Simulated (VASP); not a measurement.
A run of VASP 6.6.1:

The input INCAR:

```
SYSTEM = Mn3Cu
  PREC = Accurate
  ENCUT = 520
  EDIFF = 1E-6
  ISMEAR = 0
  SIGMA = 0.1
  LREAL = .FALSE.
  LASPH = .TRUE.
  NELM = 150
  ALGO = Normal
  ISIF = 2
  LWAVE = .FALSE.
  LCHARG = .TRUE.
  ISPIN = 2
  MAGMOM = 4 4 4 0
  LORBIT = 11
  LMAXMIX = 4
  GGA = PE
  LELF = .TRUE.
  LVHAR = .TRUE.
  NBANDS = 37
```

The input KPOINTS:

```
Automatic mesh
0
G
  12 12 12
  0 0 0
```

POSCAR

```
Mn3Cu
1.0
    3.6484191884      0.0000000000      0.0000000000
    0.0000000000      3.6484191884      0.0000000000
    0.0000000000      0.0000000000      3.6484191884
Mn Cu
3 1
Direct
    0.0000000000      0.5000000000      0.5000000000
    0.5000000000      0.0000000000      0.5000000000
    0.5000000000      0.5000000000      0.0000000000
    0.0000000000      0.0000000000      0.0000000000
```

Potentials or basis: VASP PAW PBE potentials, release 64 (Mn_pv, Cu).

The run is started by

```bash
$ cat potpaw_PBE.64/Mn_pv/POTCAR potpaw_PBE.64/Cu/POTCAR > POTCAR
$ mpirun -np 1 vasp_std > vasp.out
```

Hardware: 1 thread of Intel(R) Xeon(R) 6975P-C (Granite Rapids), on a shared host.

Q: Estimate the wall time of this run.

A: Wall time 5.5 min on 1 thread of Intel(R) Xeon(R) 6975P-C (Granite Rapids) (shared host), peak memory 0.34 GiB. Counts: scf iterations 43, k points 84.
